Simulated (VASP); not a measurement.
# Ta4F in VASP: a series of runs

Ta4F is run at these levels: LDA; tasks: single point, relaxation of the atoms.

Program: VASP 6.6.1. These are calculated values, not measurements. Logs are shortened: lines on timing, memory, paths and dates and some standing lists are left out, and cuts for length are marked.

**1. The cell of the first run**

The cell holds a slab with vacuum, 5 atoms: a = 3.253 Å, b = 3.253 Å, c = 20.213 Å, α = 90.00°, β = 90.00°, γ = 90.00°.

**2. Single point, LDA**

Contents of INCAR:

```
ALGO     = Normal         # electronic algorithm
DIPOL    = 0.5 0.5 0.355
EDIFF    = 1E-6           # SCF threshold, eV
ENCUT    = 520            # plane-wave cutoff, eV
GGA      = CA             # functional
IDIPOL   = 3            
ISIF     = 2              # what is computed and relaxed
ISMEAR   = 0              # smearing method
LASPH    = True           # aspherical terms in the spheres
LCHARG   = True           # write CHGCAR
LDIPOL   = True         
LELF     = True           # ELF
LREAL    = False          # projectors in reciprocal space
LVACPOTAV= True         
LVHAR    = True         
LWAVE    = False          # write WAVECAR
NBANDS   = 34             # bands
NELM     = 100            # most SCF steps
PREC     = Accurate       # precision mode
SIGMA    = 0.1            # smearing width, eV
```

Contents of KPOINTS:

```
k-points
0
Gamma
  8 8 1
```

Contents of POSCAR:

```
Ta4F
1.0
    3.2528501167      0.0000000000      0.0000000000
    0.0000000000      3.2528501167      0.0000000000
    0.0000000000      0.0000000000     20.2133955742
Ta F
4 1
Direct
    0.5000000000      0.5000000000      0.1978885727
    0.0000000000      0.0000000000      0.2783513061
    0.5000000000      0.5000000000      0.3580225065
    0.0000000000      0.0000000000      0.4310703534
    0.2500000000      0.2500000000      0.5076115236
```

Potentials or basis: VASP PAW LDA potentials, release 64 (Ta_pv, F).

On the command line:

```sh
> cat potpaw_LDA.64/Ta_pv/POTCAR potpaw_LDA.64/F/POTCAR > POTCAR
> mpirun -np 1 vasp_std > vasp.out
```

OUTCAR:

```text
EDIFF = 1E-6
   ENCUT = 520
   GGA = CA
   ISIF = 2
   ISMEAR = 0
   LASPH = True
   LREAL = False
   NELM = 100
   PREC = Accurate

 ion  position               nearest neighbor table
   1  0.500  0.500  0.198-   2 2.82   2 2.82   2 2.82   2 2.82   3 3.24
   2  0.000  0.000  0.278-   3 2.81   3 2.81   3 2.81   3 2.81   1 2.82   1 2.82   1 2.82   1 2.82
                             4 3.09
   3  0.500  0.500  0.358-   4 2.73   4 2.73   4 2.73   4 2.73   2 2.81   2 2.81   2 2.81   2 2.81
                             1 3.24
   4  0.000  0.000  0.431-   5 1.93   3 2.73   3 2.73   3 2.73   3 2.73   2 3.09
   5  0.250  0.250  0.508-   4 1.93

  LATTYP: Found a simple tetragonal cell.
 ALAT       =     3.2528501167
 C/A-ratio  =     6.2140568575

  Lattice vectors:

 A1 = (   3.2528501167,   0.0000000000,   0.0000000000)
 A2 = (   0.0000000000,   3.2528501167,   0.0000000000)
 A3 = (   0.0000000000,   0.0000000000,  20.2133955742)

Analysis of symmetry for initial positions (statically):
=====================================================================
 Subroutine PRICEL returns:
 Original cell was already a primitive cell.

 Routine SETGRP: Setting up the symmetry group for a
 simple tetragonal supercell.

 Subroutine GETGRP returns: Found  2 space group operations
 (whereof  2 operations were pure point group operations)
 out of a pool of 16 trial point group operations.

The static configuration has the point symmetry C_1h.

Analysis of symmetry for dynamics (positions and initial velocities):
=====================================================================
 Subroutine PRICEL returns:
 Original cell was already a primitive cell.

 Routine SETGRP: Setting up the symmetry group for a
 simple tetragonal supercell.

 Subroutine GETGRP returns: Found  2 space group operations
 (whereof  2 operations were pure point group operations)
 out of a pool of 16 trial point group operations.

The dynamic configuration has the point symmetry C_1h.

 Subroutine INISYM returns: Found  2 space group operations
 (whereof  2 operations are pure point group operations),
 and found     1 'primitive' translations

----------------------------------------------------------------------------------------

                                     Primitive cell

  volume of cell :     213.8786

  direct lattice vectors                    reciprocal lattice vectors
     3.252850117  0.000000000  0.000000000     0.307422711  0.000000000  0.000000000
     0.000000000  3.252850117  0.000000000     0.000000000  0.307422711  0.000000000
     0.000000000  0.000000000 20.213395574     0.000000000  0.000000000  0.049472143

  length of vectors
     3.252850117  3.252850117 20.213395574     0.307422711  0.307422711  0.049472143

  position of ions in fractional coordinates (direct lattice)
     0.500000000  0.500000000  0.197888573
     0.000000000  0.000000000  0.278351306
     0.500000000  0.500000000  0.358022506
     0.000000000  0.000000000  0.431070353
     0.250000000  0.250000000  0.507611524

  ion indices of the primitive-cell ions
   primitive index   ion index
                 1           1
                 2           2
                 3           3
                 4           4
                 5           5

----------------------------------------------------------------------------------------

 KPOINTS: k-points

Automatic generation of k-mesh.
 Grid dimensions read from file:
 generate k-points for:    8    8    1

 Generating k-lattice:

  Cartesian coordinates                     Fractional coordinates (reciprocal lattice)
     0.038427839  0.000000000  0.000000000     0.125000000  0.000000000  0.000000000
     0.000000000  0.038427839  0.000000000     0.000000000  0.125000000  0.000000000
     0.000000000  0.000000000  0.049472143     0.000000000  0.000000000  1.000000000

  Length of vectors
     0.038427839  0.038427839  0.049472143

  Shift w.r.t. Gamma in fractional coordinates (k-lattice)
     0.000000000  0.000000000  0.000000000

 Subroutine IBZKPT returns following result:
 ===========================================

 Found     21 irreducible k-points:

 Following reciprocal coordinates:
            Coordinates               Weight
  0.000000  0.000000  0.000000      1.000000
  0.125000  0.000000  0.000000      4.000000
  0.250000  0.000000  0.000000      4.000000
  0.375000  0.000000  0.000000      4.000000
  0.500000  0.000000  0.000000      2.000000
  0.125000  0.125000  0.000000      2.000000
[... 13 lines left out ...]
  0.500000  0.375000  0.000000      4.000000
  0.500000  0.500000  0.000000      1.000000
   k-points           NKPTS =     21   k-points in BZ     NKDIM =     21   number of bands    NBANDS=     34
   number of dos      NEDOS =    301   number of ions     NIONS =      5
   total plane-waves  NPLWV =  86400
   dimension x,y,z NGX =    24 NGY =   24 NGZ =  150
   dimension x,y,z NGXF=    48 NGYF=   48 NGZF=  300
   ions per type =               4   1
   NGX,Y,Z   is equivalent  to a cutoff of  12.27, 12.27, 12.34 a.u.
   NGXF,Y,Z  is equivalent  to a cutoff of  24.53, 24.53, 24.67 a.u.
 SYSTEM =  unknown system
   PREC   = accura    normal or accurate (medium, high low for compatibility)
   ISTART =      0    job   : 0-new  1-cont  2-samecut
   ICHARG =      2    charge: 1-file 2-atom 10-const
   ISPIN  =      1    spin polarized calculation?
   LNONCOLLINEAR =      F non collinear calculations
   LSORBIT =      F    spin-orbit coupling
   LASPH  =      T    aspherical Exc in radial PAW
   ENCUT  =  520.0 eV  38.22 Ry    6.18 a.u.   6.05  6.05 37.58*2*pi/ulx,y,z
   NELM   =    100;   NELMIN=  2; NELMDL= -5     # of ELM steps
   EDIFF  = 0.1E-05   stopping-criterion for ELM
   LREAL  =      F    real-space projection
   EDIFFG = 0.1E-04   stopping-criterion for IOM
   NSW    =      0    number of steps for IOM
   IBRION =     -1    ionic relax: 0-MD 1-quasi-New 2-CG
   NFREE  =      0    steps in history (QN), initial steepest desc. (CG)
   ISIF   =      2    stress and relaxation
   ISYM   =      2    0-nonsym 1-usesym 2-fastsym
   POTIM  = 0.5000    time-step for ionic-motion
   TEBEG  =    0.0;   TEEND  =   0.0 temperature during run
   PSTRESS=    0.0 pullay stress
   NELECT =      51.0000    total number of electrons
   NUPDOWN=      -1.0000    fix difference up-down
   EMIN   =  10.00;   EMAX   =-10.00  energy-range for DOS
   EFERMI =   0.00;   METHOD = LEGACY
   ISMEAR =     0;   SIGMA  =   0.10  broadening in eV -4-tet -1-fermi 0-gaus
   EFERMI_NEDOS =   21; number of points for ismear=-14 and -15
   IALGO  =     38    algorithm
   IMIX   =      4    mixing-type and parameters
     AMIX     =   0.40;   BMIX     =  1.00
     AMIX_MAG =   1.60;   BMIX_MAG =  1.00
  volume/ion in A,a.u.               =      42.78       288.66
  Fermi-wavevector in a.u.,A,eV,Ry     =   1.015179  1.918409 14.021994  1.030587
  Thomas-Fermi vector in A             =   2.148449
   LORBIT       =      0    0 simple, 1 ext, 2 COOP (PROOUT), +10 PAW based schemes
   GGA     = CA    functional components
   LHFCALC =     F    Hartree Fock is set to
   AEXX    =    0.0000 exact exchange contribution
   IVDW    =     0    specifies the selected vdW correction
   LEPSILON=     F    determine dielectric tensor
   LRPA    =     F    only Hartree local field effects (RPA)
 non-spin polarized calculation
 Gauss-broadening in eV      SIGMA  =   0.10
  energy-cutoff  :      520.00
  volume of cell :      213.88
 maximum number of plane-waves:      5812
   NGX = 13   NGY = 13   NGZ = 75

 dipolmoment           0.000000      0.000000     -0.571451 electrons x Angstroem

 number of electron      51.0000004 magnetization

 dipolmoment           0.000000      0.000000      0.102872 electrons x Angstroem

 Free energy of the ion-electron system (eV)
  ---------------------------------------------------
  ext. energy  EPLUGINS =         0.00000000
  ---------------------------------------------------
  free energy    TOTEN  =       -53.77412231 eV

  energy without entropy =      -53.75406514  energy(sigma->0) =      -53.76409372

 E-fermi :  -1.0681     XC(G=0):  -5.6870

 val. band max:       -1.1009472378   @ k =   0.2500   0.0000   0.0000
 cond. band min:      -1.0563170427   @ k =   0.0000   0.0000   0.0000
 fundamental gap:      0.0446301951
 Fermi energy:        -1.0681028595

 k-point     1 :       0.0000    0.0000    0.0000
  band No.  band energies     occupation
      1     -35.9262      2.00000
      2     -35.7595      2.00000
      3     -35.5956      2.00000
      4     -35.5858      2.00000
      5     -35.5347      2.00000
      6     -35.5050      2.00000
[... 26 lines left out ...]
     33       1.8031      0.00000
     34       2.1843      0.00000

 k-point     2 :       0.1250    0.0000    0.0000
  band No.  band energies     occupation
      1     -35.9376      2.00000
      2     -35.7642      2.00000
      3     -35.6322      2.00000
      4     -35.5787      2.00000
      5     -35.5713      2.00000
      6     -35.5040      2.00000
[... 26 lines left out ...]
     33       1.9300      0.00000
     34       2.0339      0.00000

 k-point     3 :       0.2500    0.0000    0.0000
  band No.  band energies     occupation
      1     -35.9694      2.00000
      2     -35.7838      2.00000
      3     -35.7339      2.00000
      4     -35.6597      2.00000
      5     -35.5502      2.00000
      6     -35.4739      2.00000
[... 26 lines left out ...]
     33       1.9311      0.00000
     34       2.0462      0.00000
[... 593 lines left out ...]
 k-point    20 :       0.5000    0.3750    0.0000
  band No.  band energies     occupation
      1     -35.9786      2.00000
      2     -35.8540      2.00000
      3     -35.8333      2.00000
      4     -35.7769      2.00000
      5     -35.6799      2.00000
      6     -35.6756      2.00000
[... 26 lines left out ...]
     33       3.0079      0.00000
     34       3.4184      0.00000

 k-point    21 :       0.5000    0.5000    0.0000
  band No.  band energies     occupation
      1     -35.9864      2.00000
      2     -35.8741      2.00000
      3     -35.8537      2.00000
      4     -35.7853      2.00000
      5     -35.6917      2.00000
      6     -35.6720      2.00000
[... 26 lines left out ...]
     33       3.1227      0.00000
     34       3.1620      0.00000

------------------------ aborting loop because EDIFF is reached ----------------------------------------

  FORCE on cell =-STRESS in cart. coord.  units (eV):
  Direction    XX          YY          ZZ          XY          YZ          ZX
  --------------------------------------------------------------------------------------
  -------------------------------------------------------------------------------------
  Total       -3.4561526     -3.4561526      1.6359562      0.4793518     -0.2097530     -0.2097530
  in kB      -25.8902418    -25.8902418     12.2550440      3.5908528     -1.5712721     -1.5712721
  external PRESSURE =     -13.1751465 kB  Pullay stress =       0.0000000 kB

 VOLUME and BASIS-vectors are now :
 -----------------------------------------------------------------------------
  energy-cutoff  :      520.00
  volume of cell :      213.88
      direct lattice vectors                 reciprocal lattice vectors
     3.252850117  0.000000000  0.000000000     0.307422711  0.000000000  0.000000000
     0.000000000  3.252850117  0.000000000     0.000000000  0.307422711  0.000000000
     0.000000000  0.000000000 20.213395574     0.000000000  0.000000000  0.049472143

 POSITION                                       TOTAL-FORCE (eV/Angst)
 -----------------------------------------------------------------------------------
      1.62643      1.62643      4.00000         0.019320      0.019320      0.778987
      0.00000      0.00000      5.62643         0.033451      0.033451     -0.973832
      1.62643      1.62643      7.23685        -0.225837     -0.225837     -1.425841
      0.00000      0.00000      8.71340         0.398346      0.398346      1.453269
      0.81321      0.81321     10.26055        -0.225279     -0.225279      0.167417
 -----------------------------------------------------------------------------------
    total drift:                                0.000082      0.000082      0.000617

  FREE ENERGIE OF THE ION-ELECTRON SYSTEM (eV)
  ---------------------------------------------------
  free  energy   TOTEN  =       -53.7741223074 eV

  energy  without entropy=      -53.7540651421  energy(sigma->0) =      -53.76409372

 vacuum level on the upper side and lower side of the slab         4.974         3.215
```

It took 1.9 min on 1 thread of Intel Xeon 6975P-C (Granite Rapids), shared host; peak memory 0.3 GiB.

Results:

| Quantity | Value |
| --- | --- |
| Free energy | -53.7741 eV |
| Largest force | 1.559 eV/Å |
| Band gap on the k mesh | zero (an odd number of electrons rules out a gap without spin polarisation) |

Forces on the atoms (eV/Å):
```
Ta   0.019  0.019  0.779
Ta   0.033  0.033 -0.974
Ta  -0.226 -0.226 -1.426
Ta   0.398  0.398  1.453
F   -0.225 -0.225  0.167
```

Caveat: spin-orbit coupling is left out, which moves the levels of the heavy elements; an odd number of electrons without spin polarisation forces a metal; a magnetic or distorted state may lie lower.

**3. Single point, LDA**

Contents of INCAR:

```
SYSTEM = Ta4F
PREC     = Accurate       ! precision mode
ENCUT    = 520            ! plane-wave cutoff, eV
EDIFF    = 1E-7           ! SCF threshold, eV
ISMEAR   = 0              ! smearing method
SIGMA    = 0.1            ! smearing width, eV
LREAL    = .False.        ! projectors in reciprocal space
LASPH    = .True.         ! aspherical terms in the spheres
NELM     = 60             ! most SCF steps
ALGO     = Normal         ! electronic algorithm
ISIF     = 2              ! what is computed and relaxed
LWAVE    = .False.        ! write WAVECAR
LCHARG   = .False.        ! write CHGCAR
LDIPOL   = .True.       
IDIPOL   = 3            
DIPOL    = 0.5 0.5 0.357
GGA      = CA             ! functional
NBANDS   = 34             ! bands
```

Contents of KPOINTS:

```
regular mesh
0
Gamma
  8 8 1
  0 0 0
```

POSCAR, as its differences from that of step 2:

```diff
@@ -12,2 +12,2 @@
     0.0000000000      0.0000000000      0.4310703534
-    0.2500000000      0.2500000000      0.5076115236
+    0.1250000000      0.1250000000      0.5187048381
```

Potentials or basis: VASP PAW LDA potentials, release 64 (Ta_pv, F).

On the command line:

```sh
> cat potpaw_LDA.64/Ta_pv/POTCAR potpaw_LDA.64/F/POTCAR > POTCAR
> mpirun -np 1 vasp_std > vasp.out
```

It took 1.9 min on 1 thread of Intel Xeon 6975P-C (Granite Rapids), shared host; peak memory 0.3 GiB.

The run converged. Its results:

```yaml
Free_energy: -53.9354 eV
Largest_force: 1.432 eV/Å
Band_gap_on_the_k_mesh: zero (an odd number of electrons rules out a gap without spin polarisation)
```

Forces on the atoms (eV/Å):
```
Ta   0.000  0.000  0.745
Ta   0.033  0.033 -1.059
Ta  -0.216 -0.216 -1.337
Ta   0.261  0.261  1.383
F   -0.079 -0.079  0.267
```

Levels at points of the mesh, in eV from the Fermi level:
| k point | band 22 | band 23 | band 24 | band 25 | band 26 | band 27 | band 28 | band 29 | band 30 | band 31 |
| --- | --- | --- | --- | --- | --- | --- | --- | --- | --- | --- |
| (0.00, 0.00, 0.00) | -2.68 | -0.13 | -0.08 | 0.37 | 0.37 | 0.50 | 0.81 | 0.81 | 1.70 | 2.01 |
| (0.50, 0.00, 0.00) | -1.50 | -1.28 | -1.17 | 0.10 | 0.20 | 0.30 | 0.88 | 1.17 | 1.90 | 2.66 |
| (0.50, 0.50, 0.00) | -1.98 | -1.46 | -1.39 | -0.27 | -0.19 | 2.21 | 2.21 | 2.55 | 3.58 | 3.72 |

Caveat: spin-orbit coupling is left out, which moves the levels of the heavy elements; an odd number of electrons without spin polarisation forces a metal; a magnetic or distorted state may lie lower.

[end of part 1 of 2]
